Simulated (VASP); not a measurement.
# Cs2VO2 (I4/mmm) in VASP: single point with r2SCAN

Aim: the single point of Cs2VO2 with r2SCAN.

All numbers are computed with VASP 6.6.1; they aren't measurements. Logs are shortened: lines on timing, memory, paths and dates and some standing lists are left out, and cuts for length are marked.

## Step 1: The cell of the first run

The structure is tetragonal, space group I4/mmm (No. 139). Conventional cell: a = 4.137 Å, b = 4.137 Å, c = 15.433 Å, α = 90.00°, β = 90.00°, γ = 90.00°. Cs (site symmetry 4mm) has 5 O at 3.01 to 3.49 Å and 4 V at 3.83 Å and 8 Cs at 4.02 to 4.14 Å within 4.2 Å. Within 2.3 Å of O (site symmetry 4mm) lie 1 V at 1.75 Å. V (site symmetry 4/mmm) has 2 O at 1.75 Å within 2.3 Å.

## Step 2: Single point, r2SCAN

The input, POSCAR:

```
Cs2VO2
1.0
    0.0000000000      4.1369957871      0.0000000000
    4.1369957871      0.0000000000      0.0000000000
    2.0684978935      2.0684978935     -7.7166874300
Cs O V
2 2 1
Direct
    0.3395271895      0.3395271895      0.3209456209
    0.6604728105      0.6604728105      0.6790543791
    0.1132343246      0.1132343246      0.7735313509
    0.8867656754      0.8867656754      0.2264686491
    0.0000000000      0.0000000000      0.0000000000
```

The input, INCAR.step1:

```
PREC = Accurate
ENCUT = 910
ISMEAR = -1
SIGMA = 0.1153
LREAL = False
LASPH = True
NELM = 120
NBANDS = 30
GGA = PE
ALGO = Normal
EDIFF = 1E-5
LWAVE = True
LCHARG = False
GGA_COMPAT = False
```

The input, INCAR.step2:

```
PREC = Accurate
ENCUT = 910
EDIFF = 1E-6
ISMEAR = -1
SIGMA = 0.1153
LREAL = False
LASPH = True
NELM = 120
ALGO = Normal
ISIF = 2
LWAVE = False
LCHARG = False
METAGGA = R2SCAN
LMIXTAU = True
NBANDS = 30
ISTART = 1
GGA_COMPAT = False
```

The input, KPOINTS:

```
regular mesh
0
Gamma
  7 7 7
```

Potentials or basis: VASP PAW PBE potentials, release 64 (Cs_sv, O_h, V_sv).

Started as:

```bash
cat potpaw_PBE.64/Cs_sv/POTCAR potpaw_PBE.64/O_h/POTCAR potpaw_PBE.64/V_sv/POTCAR > POTCAR
cp INCAR.step1 INCAR
mpirun -np 1 vasp_std > vasp.out
cp INCAR.step2 INCAR
mpirun -np 1 vasp_std > vasp.out
```

OUTCAR:

```text
PREC = Accurate
   ENCUT = 910
   EDIFF = 1E-6
   ISMEAR = -1
   LREAL = False
   LASPH = True
   NELM = 120
   ISIF = 2
   METAGGA = R2SCAN
   ISTART = 1

 ion  position               nearest neighbor table
   1  0.340  0.340  0.321-
   2  0.660  0.660  0.679-
   3  0.113  0.113  0.774-   5 1.75
   4  0.887  0.887  0.226-   5 1.75
   5  0.000  0.000  0.000-   3 1.75   4 1.75

  LATTYP: Found a body centered tetragonal cell.
 ALAT       =     4.1369957871
 C/A-ratio  =     3.7305754355

  Lattice vectors:

 A1 = (  -2.0684978935,   2.0684978936,   7.7166874300)
 A2 = (   2.0684978936,  -2.0684978935,   7.7166874300)
 A3 = (   2.0684978935,   2.0684978935,  -7.7166874300)

Analysis of symmetry for initial positions (statically):
=====================================================================
 Subroutine PRICEL returns:
 Original cell was already a primitive cell.

 Routine SETGRP: Setting up the symmetry group for a
 body centered tetragonal supercell.

 Subroutine GETGRP returns: Found 16 space group operations
 (whereof 16 operations were pure point group operations)
 out of a pool of 16 trial point group operations.

The static configuration has the point symmetry D_4h.

Analysis of symmetry for dynamics (positions and initial velocities):
=====================================================================
 Subroutine PRICEL returns:
 Original cell was already a primitive cell.

 Routine SETGRP: Setting up the symmetry group for a
 body centered tetragonal supercell.

 Subroutine GETGRP returns: Found 16 space group operations
 (whereof 16 operations were pure point group operations)
 out of a pool of 16 trial point group operations.

The dynamic configuration has the point symmetry D_4h.

 Subroutine INISYM returns: Found 16 space group operations
 (whereof 16 operations are pure point group operations),
 and found     1 'primitive' translations

----------------------------------------------------------------------------------------

                                     Primitive cell

  volume of cell :     132.0691

  direct lattice vectors                    reciprocal lattice vectors
[... 88 lines left out ...]
   LNONCOLLINEAR =      F non collinear calculations
   LSORBIT =      F    spin-orbit coupling
   LASPH  =      T    aspherical Exc in radial PAW
   ENCUT  =  910.0 eV  66.88 Ry    8.18 a.u.  10.18 10.18 20.30*2*pi/ulx,y,z
   NELM   =    120;   NELMIN=  2; NELMDL=  0     # of ELM steps
   EDIFF  = 0.1E-05   stopping-criterion for ELM
   LREAL  =      F    real-space projection
   EDIFFG = 0.1E-04   stopping-criterion for IOM
   NSW    =      0    number of steps for IOM
   IBRION =     -1    ionic relax: 0-MD 1-quasi-New 2-CG
   NFREE  =      0    steps in history (QN), initial steepest desc. (CG)
   ISIF   =      2    stress and relaxation
   ISYM   =      2    0-nonsym 1-usesym 2-fastsym
   POTIM  = 0.5000    time-step for ionic-motion
   TEBEG  =    0.0;   TEEND  =   0.0 temperature during run
   PSTRESS=    0.0 pullay stress
   NELECT =      43.0000    total number of electrons
   NUPDOWN=      -1.0000    fix difference up-down
   EMIN   =  10.00;   EMAX   =-10.00  energy-range for DOS
   EFERMI =   0.00;   METHOD = LEGACY
   ISMEAR =    -1;   SIGMA  =   0.12  broadening in eV -4-tet -1-fermi 0-gaus
   EFERMI_NEDOS =   21; number of points for ismear=-14 and -15
   IALGO  =     38    algorithm
   IMIX   =      4    mixing-type and parameters
     AMIX     =   0.40;   BMIX     =  1.00
     AMIX_MAG =   1.60;   BMIX_MAG =  1.00
  volume/ion in A,a.u.               =      26.41       178.25
  Fermi-wavevector in a.u.,A,eV,Ry     =   1.126239  2.128283 17.257829  1.268415
  Thomas-Fermi vector in A             =   2.262920
   LORBIT       =      0    0 simple, 1 ext, 2 COOP (PROOUT), +10 PAW based schemes
   METAGGA = R2SCAN    functional components
   LHFCALC =     F    Hartree Fock is set to
   AEXX    =    0.0000 exact exchange contribution
   IVDW    =     0    specifies the selected vdW correction
   LEPSILON=     F    determine dielectric tensor
   LRPA    =     F    only Hartree local field effects (RPA)
 non-spin polarized calculation
  energy-cutoff  :      910.00
  volume of cell :      132.07
 maximum number of plane-waves:      8261
 NGX is ok and might be reduce to    42
   NGX = 21   NGY = 21   NGZ = 41

 number of electron      43.0000001 magnetization

 Free energy of the ion-electron system (eV)
  ---------------------------------------------------
  ext. energy  EPLUGINS =         0.00000000
  ---------------------------------------------------
  free energy    TOTEN  =       -82.92435124 eV

  energy without entropy =      -82.81737115  energy(sigma->0) =      -82.87086119

 E-fermi :   3.1296     XC(G=0):  -9.2130

 val. band max:        2.8636459749   @ k =  -0.4286   0.2857  -0.0000
 cond. band min:       3.1943368376   @ k =  -0.4286   0.4286   0.0000
 fundamental gap:      0.3306908627
 Fermi energy:         3.1295900728

 k-point     1 :       0.0000    0.0000    0.0000
  band No.  band energies     occupation
      1     -64.3263      2.00000
      2     -37.4185      2.00000
      3     -36.9425      2.00000
      4     -36.9425      2.00000
      5     -20.2066      2.00000
      6     -19.9792      2.00000
[... 781 lines left out ...]
     29       7.6411      0.00000
     30       8.1247      0.00000

 [... further k-points ...]

------------------------ aborting loop because EDIFF is reached ----------------------------------------

  FORCE on cell =-STRESS in cart. coord.  units (eV):
  Direction    XX          YY          ZZ          XY          YZ          ZX
  --------------------------------------------------------------------------------------
  -------------------------------------------------------------------------------------
  Total        0.0661766      0.0661766      0.4706227      0.0000000      0.0000000      0.0000000
  in kB        0.8028122      0.8028122      5.7092939      0.0000000      0.0000000      0.0000000
  external PRESSURE =       2.4383061 kB  Pullay stress =       0.0000000 kB

 VOLUME and BASIS-vectors are now :
 -----------------------------------------------------------------------------
  energy-cutoff  :      910.00
  volume of cell :      132.07
      direct lattice vectors                 reciprocal lattice vectors
     0.000000000  4.136995787  0.000000000     0.000000000  0.241721300  0.064794642
     4.136995787  0.000000000  0.000000000     0.241721300  0.000000000  0.064794642
     2.068497894  2.068497894 -7.716687430     0.000000000  0.000000000 -0.129589284

 POSITION                                       TOTAL-FORCE (eV/Angst)
 -----------------------------------------------------------------------------------
      2.06850      2.06850     -2.47664        -0.000000     -0.000000     -0.014649
      4.13700      4.13700     -5.24005         0.000000      0.000000      0.014649
      2.06850      2.06850     -5.96910         0.000000      0.000000      0.128093
      4.13700      4.13700     -1.74759        -0.000000     -0.000000     -0.128093
      0.00000      0.00000      0.00000        -0.000000     -0.000000      0.000000
 -----------------------------------------------------------------------------------
    total drift:                                0.000000      0.000000      0.000000

  FREE ENERGIE OF THE ION-ELECTRON SYSTEM (eV)
  ---------------------------------------------------
  free  energy   TOTEN  =       -82.9243512352 eV

  energy  without entropy=      -82.8173711515  energy(sigma->0) =      -82.87086119
```

OUTCAR.step1:

```text
PREC = Accurate
   ENCUT = 910
   ISMEAR = -1
   LREAL = False
   LASPH = True
   NELM = 120
[... 1024 lines left out ...]
      2.06850      2.06850     -5.96910         0.000000      0.000000      0.261392
      4.13700      4.13700     -1.74759        -0.000000     -0.000000     -0.261392
      0.00000      0.00000      0.00000         0.000000      0.000000      0.000000
 -----------------------------------------------------------------------------------
    total drift:                                0.000000      0.000000      0.000000

  FREE ENERGIE OF THE ION-ELECTRON SYSTEM (eV)
  ---------------------------------------------------
  free  energy   TOTEN  =       -26.7319608331 eV

  energy  without entropy=      -26.5124604386  energy(sigma->0) =      -26.62221064
```

OSZICAR.step1:

```text
N       E                     dE             d eps       ncg     rms          rms(c)
DAV:   1     0.521856651643E+03    0.52186E+03   -0.26321E+04  2400   0.198E+03
DAV:   2     0.440753622947E+02   -0.47778E+03   -0.45706E+03  2942   0.409E+02
DAV:   3    -0.332564640425E+02   -0.77332E+02   -0.75819E+02  3220   0.140E+02
DAV:   4    -0.363219201065E+02   -0.30655E+01   -0.30542E+01  2852   0.270E+01
DAV:   5    -0.363973072297E+02   -0.75387E-01   -0.75360E-01  3258   0.435E+00    0.300E+01
DAV:   6    -0.366615526412E+02   -0.26425E+00   -0.11684E+02  3204   0.658E+01    0.387E+01
DAV:   7    -0.289441797020E+02    0.77174E+01   -0.18159E+02  3058   0.621E+01    0.146E+01
DAV:   8    -0.275539213391E+02    0.13903E+01   -0.73098E+00  2706   0.134E+01    0.854E+00
DAV:   9    -0.267354685653E+02    0.81845E+00   -0.31012E+00  3286   0.101E+01    0.194E+00
DAV:  10    -0.267392727170E+02   -0.38042E-02   -0.29856E-01  2722   0.331E+00    0.134E+00
DAV:  11    -0.267356804979E+02    0.35922E-02   -0.93930E-02  3066   0.214E+00    0.789E-01
DAV:  12    -0.267319191248E+02    0.37614E-02   -0.28386E-02  3158   0.113E+00    0.268E-01
DAV:  13    -0.267320779427E+02   -0.15882E-03   -0.10097E-03  3050   0.170E-01    0.185E-01
DAV:  14    -0.267319527475E+02    0.12520E-03   -0.67881E-04  3270   0.168E-01    0.300E-02
DAV:  15    -0.267319608331E+02   -0.80856E-05   -0.54018E-05  2732   0.392E-02
   1 F= -.26731961E+02 E0= -.26622211E+02  d E =-.219500E+00
```

Wall time 22 min (1 thread of Intel Xeon 6975P-C (Granite Rapids), shared host); peak memory 0.66 GiB.

Results:

```
Free energy            : -82.9244 eV
Pressure               : 0.2 GPa
Largest force          : 0.128 eV/Å
Band gap on the k mesh : zero (an odd number of electrons rules out a gap without spin polarisation)
```

Forces in eV/Å, atoms in the order of the input:
```
Cs   0.000  0.000 -0.015
Cs   0.000  0.000  0.015
O    0.000  0.000  0.128
O    0.000  0.000 -0.128
V    0.000  0.000  0.000
```

Caveat: the cutoff is under 1.25 times the usual one of these potentials, so pressure, stress and relaxed cells hold a basis-set (Pulay) error; the PAW data sets were made with another functional, which shifts forces and pressure a little; spin-orbit coupling is left out, which moves the levels of the heavy elements; an odd number of electrons without spin polarisation forces a metal; a magnetic or distorted state may lie lower; the run has no spin polarisation, though such a crystal can be magnetic. With open d or f shells a metallic result of r2SCAN can be an artefact of self-interaction; +U or a hybrid may open a gap.
